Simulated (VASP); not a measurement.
# GaAs (F-43m) in VASP: notebook, part 2 of 2

VASP 6.6.1. Earlier steps stand in the parts before.

## 3. Vibrations by perturbation theory, PBEsol (22.20 Å³/atom)

This run uses another cell than the first one, of 22.20 Å³/atom.

The input, INCAR:

```
SYSTEM = GaAs
ALGO     = Normal         ! electronic algorithm
EDIFF    = 1E-8           ! SCF threshold, eV
ENCUT    = 520            ! plane-wave cutoff, eV
GGA      = PS             ! functional
IBRION   = 8              ! ionic algorithm
ISIF     = 2              ! what is computed and relaxed
ISMEAR   = 0              ! smearing method
LASPH    = .True.         ! aspherical terms in the spheres
LCHARG   = .True.         ! write CHGCAR
LEPSILON = .True.         ! dielectric tensor by DFPT
LREAL    = .False.        ! projectors in reciprocal space
LWAVE    = .False.        ! write WAVECAR
NBANDS   = 16             ! bands
NELM     = 60             ! most SCF steps
NSW      = 1              ! ionic steps
PREC     = Accurate       ! precision mode
SIGMA    = 0.01           ! smearing width, eV
```

The input, KPOINTS:

```
k-points
0
Gamma
  12 12 12
  0 0 0
```

The input, POSCAR:

```
GaAs
1.0
    0.0000000000      2.8105677685      2.8105677685
    2.8105677685      0.0000000000      2.8105677685
    2.8105677685      2.8105677685      0.0000000000
Ga As
1 1
Direct
    0.0000000000      0.0000000000      0.0000000000
    0.7500000000      0.7500000000      0.7500000000
```

Potentials or basis: VASP PAW PBE potentials, release 64 (Ga_d, As).

Started as:

```bash
cat potpaw_PBE.64/Ga_d/POTCAR potpaw_PBE.64/As/POTCAR > POTCAR
mpirun -np 1 vasp_std > vasp.out
```

OUTCAR:

```text
SYSTEM = GaAs
   EDIFF = 1E-8
   ENCUT = 520
   GGA = PS
   IBRION = 8
   ISIF = 2
   ISMEAR = 0
   LASPH = .True.
   LEPSILON = .True.
   LREAL = .False.
   NELM = 60
   NSW = 1
   PREC = Accurate

 ion  position               nearest neighbor table
   1  0.000  0.000  0.000-   2 2.43   2 2.43   2 2.43   2 2.43
   2  0.750  0.750  0.750-   1 2.43   1 2.43   1 2.43   1 2.43
[... 787 lines left out ...]
      0.000000  0.000000  0.000000     0.720441   -0.000000    0.000000
      4.215852  4.215852  4.215852    -0.693516    0.000000    0.000000
[... 21 lines left out ...]
   6 f/i=    0.008621 THz     0.054169 2PiTHz    0.287575 cm-1     0.035655 meV
             X         Y         Z           dx          dy          dz
      0.000000  0.000000  0.000000    -0.560643    0.068293    0.402468
      4.215852  4.215852  4.215852    -0.582409    0.070944    0.418093

--------------------------------------------------------------------------------------------------------

 MACROSCOPIC STATIC DIELECTRIC TENSOR IONIC CONTRIBUTION
 ------------------------------------------------------
           1.851125    -0.000000    -0.000000
          -0.000000     1.851125     0.000000
          -0.000000     0.000000     1.851125
 ------------------------------------------------------

 ELASTIC MODULI CONTR FROM IONIC RELAXATION (kBar)
 Direction    XX          YY          ZZ          XY          YZ          ZX
 --------------------------------------------------------------------------------
 XX          -0.0000      0.0000      0.0000      0.0000     -0.0000      0.0000
 YY           0.0000     -0.0000      0.0000      0.0000      0.0000     -0.0000
 ZZ           0.0000      0.0000     -0.0000     -0.0000      0.0000      0.0000
 XY           0.0000      0.0000     -0.0000   -221.0352      0.0000      0.0000
 YZ          -0.0000      0.0000      0.0000      0.0000   -221.0352      0.0000
 ZX           0.0000     -0.0000      0.0000      0.0000      0.0000   -221.0352
 --------------------------------------------------------------------------------

 PIEZOELECTRIC TENSOR IONIC CONTR  for field in x, y, z        (C/m^2)
          XX          YY          ZZ          XY          YZ          ZX
  --------------------------------------------------------------------------------
  x    -0.00000     0.00000     0.00000     0.00000    -0.60190     0.00000
  y     0.00000    -0.00000     0.00000     0.00000     0.00000    -0.60190
  z     0.00000     0.00000    -0.00000    -0.60190    -0.00000    -0.00000
```

OSZICAR:

```text
N       E                     dE             d eps       ncg     rms          rms(c)
DAV:   1     0.818720094274E+02    0.81872E+02   -0.89070E+03  2384   0.156E+03
DAV:   2    -0.277636809286E+01   -0.84648E+02   -0.80650E+02  2672   0.310E+02
DAV:   3    -0.919227024460E+01   -0.64159E+01   -0.63967E+01  2720   0.659E+01
DAV:   4    -0.929033793460E+01   -0.98068E-01   -0.98050E-01  2952   0.903E+00
[... 185 lines left out ...]
RMM:   7    -0.436666671828E-01    0.70510E-06    0.12654E-08 18494   0.162E-03    0.236E-04
RMM:   8    -0.436659826803E-01    0.68450E-06   -0.69754E-09 17971   0.640E-04    0.402E-05
RMM:   9    -0.436659360605E-01    0.46620E-07   -0.24991E-08 18318   0.222E-04    0.994E-06
RMM:  10    -0.436658570647E-01    0.78996E-07   -0.20923E-09 18404   0.861E-05    0.436E-06
RMM:  11    -0.436658528984E-01    0.41664E-08    0.29512E-10 18222   0.328E-05    0.142E-06
 Linear response finished
```

stdout:

```text
POSCAR found type information on POSCAR GaAs
 POSCAR found :  2 types and       2 ions
 scaLAPACK will be used
 -----------------------------------------------------------------------------
|                                                                             |
|                                                                             |
|     You enforced a specific xc type in the INCAR file but a different       |
[... 39 lines left out ...]
 force on displaced ion       1 direction 1 :  -9.714   0.000   0.000
 Born effective charge ion    1 direction 1 :   2.065   0.000   0.000
 Linear response progress:
 first order change of Fermi-energy  -0.19329E-03
 force on displaced ion       2 direction 1 :  -9.672  -0.000  -0.000
 Born effective charge ion    2 direction 1 :  -2.123   0.000   0.000
 Born effective charges drift removed
 Linear response finished
```

Run time: 30 min. Hardware: 1 thread of Intel Xeon Platinum 8259CL at 2.50GHz (Skylake/Cascade Lake), shared host; peak memory 0.57 GiB.

What came out:

```
Electronic dielectric tensor (diagonal)                 : 16.49
Born charges (mean of the diagonal)                     : Ga +2.10; As -2.10 e
Highest phonon frequency at Γ, LO-TO splitting left out : 270 cm⁻¹
```

Phonon frequencies in cm⁻¹ (negative: imaginary):
| q point | frequencies |
| --- | --- |
| (0.000, 0.000, 0.000) | 0 0 0 270 270 270 |

Electronic dielectric tensor:
```
16.49  0.00  0.00
 0.00 16.49  0.00
 0.00  0.00 16.49
```

Born effective charge tensors (e):
atom 1, Ga
```
2.10 0.00 0.00
0.00 2.10 0.00
0.00 0.00 2.10
```
atom 2, As
```
-2.10  0.00  0.00
 0.00 -2.10  0.00
 0.00  0.00 -2.10
```

Caveat: the cell stands under pressure or tension, which shifts response properties; the PAW data sets were made with another functional, which shifts forces and pressure a little.

## 4. Vibrations by perturbation theory, PBEsol

This run uses another cell than the first one, of 22.65 Å³/atom.

The input, INCAR:

```
PREC = Accurate ; ENCUT = 520
EDIFF = 1E-8 ; ISMEAR = 0
SIGMA = 0.01 ; LREAL = F
LASPH = T ; NELM = 100
ALGO = Normal ; ISIF = 2
LWAVE = F ; LCHARG = T
GGA = PS ; IBRION = 8
NSW = 1 ; LEPSILON = T
```

The input, KPOINTS:

```
regular mesh
0
Gamma
  12 12 12
```

The input, POSCAR:

```
GaAs
1.0
    0.0000000000      2.8295586673      2.8295586673
    2.8295586673      0.0000000000      2.8295586673
    2.8295586673      2.8295586673      0.0000000000
Ga As
1 1
Direct
    0.0000000000      0.0000000000      0.0000000000
    0.7500000000      0.7500000000      0.7500000000
```

Potentials or basis: VASP PAW PBE potentials, release 64 (Ga_d, As).

Started as:

```bash
cat potpaw_PBE.64/Ga_d/POTCAR potpaw_PBE.64/As/POTCAR > POTCAR
mpirun -np 1 vasp_std > vasp.out
```

OUTCAR:

```text
PREC = Accurate
   ENCUT = 520
   EDIFF = 1E-8
   ISMEAR = 0
   LREAL = F
   LASPH = T
   NELM = 100
   ISIF = 2
   GGA = PS
   IBRION = 8
   NSW = 1
   LEPSILON = T

 ion  position               nearest neighbor table
   1  0.000  0.000  0.000-   2 2.45   2 2.45   2 2.45   2 2.45
   2  0.750  0.750  0.750-   1 2.45   1 2.45   1 2.45   1 2.45

  LATTYP: Found a face centered cubic cell.
[... 713 lines left out ...]
      0.000000  0.000000  0.000000    -0.000000   -0.718589    0.000000
      4.244338  4.244338  4.244338     0.000000    0.695435    0.000000
[... 21 lines left out ...]
   6 f/i=    0.012627 THz     0.079335 2PiTHz    0.421179 cm-1     0.052220 meV
             X         Y         Z           dx          dy          dz
      0.000000  0.000000  0.000000    -0.027594    0.694887    0.000000
      4.244338  4.244338  4.244338    -0.028512    0.718023    0.000000

--------------------------------------------------------------------------------------------------------

 MACROSCOPIC STATIC DIELECTRIC TENSOR IONIC CONTRIBUTION
 ------------------------------------------------------
           2.013168    -0.000000    -0.000000
          -0.000000     2.013168    -0.000000
          -0.000000    -0.000000     2.013168
 ------------------------------------------------------

 ELASTIC MODULI CONTR FROM IONIC RELAXATION (kBar)
 Direction    XX          YY          ZZ          XY          YZ          ZX
 --------------------------------------------------------------------------------
 XX          -0.0000      0.0000      0.0000     -0.0000      0.0000     -0.0000
 YY           0.0000     -0.0000      0.0000     -0.0000     -0.0000      0.0000
 ZZ           0.0000      0.0000     -0.0000      0.0000     -0.0000     -0.0000
 XY          -0.0000     -0.0000      0.0000   -185.8564      0.0000      0.0000
 YZ           0.0000     -0.0000     -0.0000      0.0000   -185.8564      0.0000
 ZX          -0.0000      0.0000     -0.0000      0.0000      0.0000   -185.8564
 --------------------------------------------------------------------------------

 PIEZOELECTRIC TENSOR IONIC CONTR  for field in x, y, z        (C/m^2)
          XX          YY          ZZ          XY          YZ          ZX
  --------------------------------------------------------------------------------
  x     0.00000    -0.00000    -0.00000     0.00000    -0.57557     0.00000
  y    -0.00000     0.00000    -0.00000     0.00000     0.00000    -0.57557
  z    -0.00000    -0.00000     0.00000    -0.57557     0.00000     0.00000
```

OSZICAR:

```text
N       E                     dE             d eps       ncg     rms          rms(c)
DAV:   1     0.810336812043E+02    0.81034E+02   -0.93228E+03  1896   0.190E+03
DAV:   2    -0.282195541279E+01   -0.83856E+02   -0.80630E+02  2087   0.332E+02
DAV:   3    -0.917682820584E+01   -0.63549E+01   -0.63075E+01  2327   0.764E+01
DAV:   4    -0.928873297737E+01   -0.11190E+00   -0.11185E+00  2159   0.112E+01
[... 197 lines left out ...]
RMM:   7    -0.436606064700E-01   -0.23228E-06   -0.17826E-08 14364   0.232E-03    0.316E-04
RMM:   8    -0.436594897696E-01    0.11167E-05    0.28128E-08 13706   0.950E-04    0.406E-05
RMM:   9    -0.436593185175E-01    0.17125E-06   -0.36870E-09 14620   0.305E-04    0.151E-05
RMM:  10    -0.436592423202E-01    0.76197E-07   -0.39460E-09 14261   0.113E-04    0.470E-06
RMM:  11    -0.436592437672E-01   -0.14470E-08    0.90903E-10 14443   0.409E-05    0.228E-06
 Linear response finished
```

stdout:

```text
POSCAR found type information on POSCAR GaAs
 POSCAR found :  2 types and       2 ions
 scaLAPACK will be used
 -----------------------------------------------------------------------------
|                                                                             |
|                                                                             |
|     You enforced a specific xc type in the INCAR file but a different       |
[... 39 lines left out ...]
 force on displaced ion       1 direction 1 :  -9.149   0.000   0.000
 Born effective charge ion    1 direction 1 :   2.109   0.000   0.000
 Linear response progress:
 first order change of Fermi-energy  -0.25128E-03
 force on displaced ion       2 direction 1 :  -9.208  -0.000  -0.000
 Born effective charge ion    2 direction 1 :  -2.183   0.000   0.000
 Born effective charges drift removed
 Linear response finished
```

Wall time 28 min (1 thread of Intel Xeon Platinum 8259CL at 2.50GHz (Skylake/Cascade Lake), shared host); peak memory 0.52 GiB.

What came out:

| Property | Result |
| --- | --- |
| Electronic dielectric tensor (diagonal) | 21.11 |
| Born charges (mean of the diagonal) | Ga +2.15; As -2.15 e |
| Highest phonon frequency at Γ, LO-TO splitting left out | 263 cm⁻¹ |

Phonon frequencies in cm⁻¹ (negative: imaginary):
| q point | frequencies |
| --- | --- |
| (0.000, 0.000, 0.000) | 0 0 0 263 263 263 |

Electronic dielectric tensor:
```
21.11  0.00  0.00
 0.00 21.11  0.00
 0.00  0.00 21.11
```

Born effective charge tensors (e):
atom 1, Ga
```
2.15 0.00 0.00
0.00 2.15 0.00
0.00 0.00 2.15
```
atom 2, As
```
-2.15  0.00  0.00
 0.00 -2.15  0.00
 0.00  0.00 -2.15
```

Caveat: the PAW data sets were made with another functional, which shifts forces and pressure a little.
